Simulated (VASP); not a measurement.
Here is a VASP 6.6.1 calculation.

The input INCAR:

```
SYSTEM = NaAl2N2
ALGO = Normal
EDIFF = 1E-7
ENCUT = 520
GGA = PE
ISIF = 2
ISMEAR = 0
LASPH = .True.
LCHARG = .True.
LELF = .True.
LREAL = .False.
LVHAR = .True.
LWAVE = .False.
NBANDS = 34
NELM = 60
PREC = Accurate
SIGMA = 0.1
```

File KPOINTS:

```
k-points
0
Gamma
  4 4 4
  0 0 0
```

File POSCAR:

```
NaAl2N2
1.0
   -3.7061656300      3.7061656300      2.4688584000
    3.7061656300     -3.7061656300      2.4688584000
    3.7061656300      3.7061656300     -2.4688584000
Na Al N
2 4 4
Direct
    0.2500000000      0.2500000000      0.0000000000
    0.0000000000      0.5000000000      0.5000000000
    0.5832684200      0.7500000600      0.8332683600
    0.9167317000      0.7500000600      0.1667316400
    0.5000000600      0.1667317000      0.6667316400
    0.5000000600      0.8332684200      0.3332683600
    0.3332683000      0.9999999400      0.3332683600
    0.6667315800      0.9999999400      0.6667316400
    0.7499999400      0.5832683000      0.8332683600
    0.7499999400      0.9167315800      0.1667316400
```

Potentials or basis: VASP PAW PBE potentials, release 64 (Na_pv, Al, N).

Command:

```sh
$ cat potpaw_PBE.64/Na_pv/POTCAR potpaw_PBE.64/Al/POTCAR potpaw_PBE.64/N/POTCAR > POTCAR
$ mpirun -np 1 vasp_std > vasp.out
```

**Question.** What does it give for the largest force?

**Answer.** 3.331 eV/Å.

**Question.** Estimate the band gap on the k mesh.

**Answer.** Zero (bands 23 and 24 overlap by 1.25 eV).

**Question.** Predict the pressure.

**Answer.** 27.8 GPa.

Stress tensor (GPa, compression positive):
```
33.65  0.00  0.00
 0.00 33.65  0.00
 0.00  0.00 16.15
```

Caveat: the k points lie up to 0.38 Å⁻¹ apart, too coarse for converged energies and pressures of a metal; forces of over 1 eV/Å act on the atoms, so gaps and moduli don't describe the material at rest.
